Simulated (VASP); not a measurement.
A run of VASP 6.6.1 is set up as follows.

Contents of INCAR:

```
SYSTEM = Y
PREC     = Accurate       ! precision mode
ENCUT    = 520            ! plane-wave cutoff, eV
EDIFF    = 1E-7           ! SCF threshold, eV
ISMEAR   = -1             ! smearing method
SIGMA    = 0.05           ! smearing width, eV
LREAL    = .False.        ! projectors in reciprocal space
LASPH    = .True.         ! aspherical terms in the spheres
NELM     = 60             ! most SCF steps
ALGO     = Normal         ! electronic algorithm
ISIF     = 2              ! what is computed and relaxed
LWAVE    = .False.        ! write WAVECAR
LCHARG   = .True.         ! write CHGCAR
GGA      = PS             ! functional
LELF     = .True.         ! ELF
LVHAR    = .True.       
NBANDS   = 12             ! bands
```

KPOINTS

```
Automatic mesh
0
Gamma
  14 14 14
  0 0 0
```

File POSCAR:

```
Y
1.0
    0.0000000000      2.4898056092      2.4898056092
    2.4898056092      0.0000000000      2.4898056092
    2.4898056092      2.4898056092      0.0000000000
Y
1
Direct
    0.0000000000      0.0000000000      0.0000000000
```

Potentials or basis: VASP PAW PBE potentials, release 64 (Y_sv).

The run is started by

```sh
$ cat potpaw_PBE.64/Y_sv/POTCAR > POTCAR
$ mpirun -np 1 vasp_std > vasp.out
```

Predict the pressure.

-0.2 GPa.

What does it give for the band gap on the k mesh?

Zero (an odd number of electrons rules out a gap without spin polarisation).

Caveat: the PAW data sets were made with another functional, which shifts forces and pressure a little.
